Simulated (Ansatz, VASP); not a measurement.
## One calculation of ZnH5, two programs

```
CELL_PARAMETERS angstrom
3.71086 0.00000 0.00000
-1.85543 3.21370 0.00000
0.00000 0.00000 2.56464
ATOMIC_POSITIONS crystal
Zn 0.00000 0.00000 0.00000
H 0.50000 0.00000 0.50000
H 0.50000 0.50000 0.50000
H 0.00000 0.50000 0.50000
H 0.33333 0.66667 0.00000
H 0.66667 0.33333 0.00000
```

Change from the starting cell: species swapped into the LaIr5 type (P6/mmm, No. 191).

Alike in both runs: functional PBE; k mesh 6 × 6 × 6; occupations gaussian, width 0.1 eV; no spin polarisation.

Ansatz relaxed the structure, and its values are those at the end. VASP's run is a single point on that final structure, the one shown.

|  | VASP | Ansatz |
| --- | --- | --- |
| version | VASP 6.6.1 | Ansatz 0.2.0 |
| potentials or method | VASP PAW PBE potentials, release 64 (Zn, H), cutoff 520 eV | scalar-relativistic, plane waves, PAW |
| valence electrons in the cell | 17 | 17 |

|  | VASP | Ansatz | Ansatz less VASP |
| --- | --- | --- | --- |
| gap on the k mesh at the Fermi level (eV) | none | none | - |
| pressure (GPa) | -0.2 | -0.2 | -0.01 |

A gap of «none» marks a metal or a gap that the smearing closes. The functional is the same, so the differences come from potentials, cutoffs and numerics.

The k mesh is coarse, so the values compare programs but aren't converged.
